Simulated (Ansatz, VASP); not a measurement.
# One calculation of GeSe5, two programs

```
Ge Se
1.0
     3.60550    2.08164    3.47088
    -3.60550    2.08164    3.47088
     0.00000   -4.16328    3.47088
Ge Se
1 5
Direct
  0.55245 0.55245 0.55245
  0.54991 0.05077 0.54991
  0.54991 0.54991 0.05077
  0.05077 0.54991 0.54991
  0.23383 0.23383 0.23383
  0.86732 0.86732 0.86732
```

Alike in both runs: functional PBE; k mesh 3 × 3 × 3; occupations gaussian, width 0.2 eV; no spin polarisation.

Ansatz relaxed the structure, and its values are those at the end. VASP's run is a single point on that final structure, the one shown.

```csv
,VASP,Ansatz
version,VASP 6.6.1,Ansatz 0.2.0
potentials or method,"VASP PAW PBE potentials, release 64 (Ge_d, Se), cutoff 520 eV","scalar-relativistic, plane waves, PAW"
valence electrons in the cell,44,94
```

|  | VASP | Ansatz | Ansatz less VASP |
| --- | --- | --- | --- |
| gap on the k mesh at the Fermi level (eV) | none | none | - |
| pressure (GPa) | 0.0 | 0.0 | -0.04 |
| rms of the force components (eV/Å) | 0.014 | 0.015 | +0.0006 |

A gap of «none» marks a metal or a gap that the smearing closes. VASP's potentials hold 44 valence electrons a cell and Ansatz's 94, so a difference there can come from the potentials and not from the codes.

The k mesh is coarse, so the values compare programs but aren't converged.
